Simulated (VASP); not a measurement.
A run of VASP 6.6.1 is set up as follows.

Contents of INCAR:

```
ALGO = Normal
EDIFF = 1E-8
ENCUT = 520
IBRION = 6
ISIF = 2
ISMEAR = 0
KPAR = 4
LASPH = True
LCHARG = False
LMIXTAU = True
LREAL = False
LWAVE = False
METAGGA = R2SCAN
NELM = 100
NFREE = 2
NSW = 1
POTIM = 0.015
PREC = Accurate
SIGMA = 0.01
```

File KPOINTS:

```
k-points
0
Gamma
  12 12 12
```

POSCAR

```
Ge
1.0
   -0.0141875234      2.8304109260      2.8304109260
    2.8304109260     -0.0141875234      2.8304109260
    2.8304109260      2.8304109260     -0.0141875234
Ge
2
Direct
   -0.0003071206     -0.0003071206     -0.0003071206
    0.2503071206      0.2503071206      0.2503071206
```

Potentials or basis: VASP PAW PBE potentials, release 64 (Ge_d).

Run with:

```console
$ cat potpaw_PBE.64/Ge_d/POTCAR > POTCAR
$ mpirun -np 4 vasp_std > vasp.out
```

Estimate the highest phonon frequency at Γ.

297 cm⁻¹.

Phonon frequencies in cm⁻¹ (negative: imaginary):
```
              q point        frequencies
(0.000, 0.000, 0.000)  0 0 0 295 295 297
```
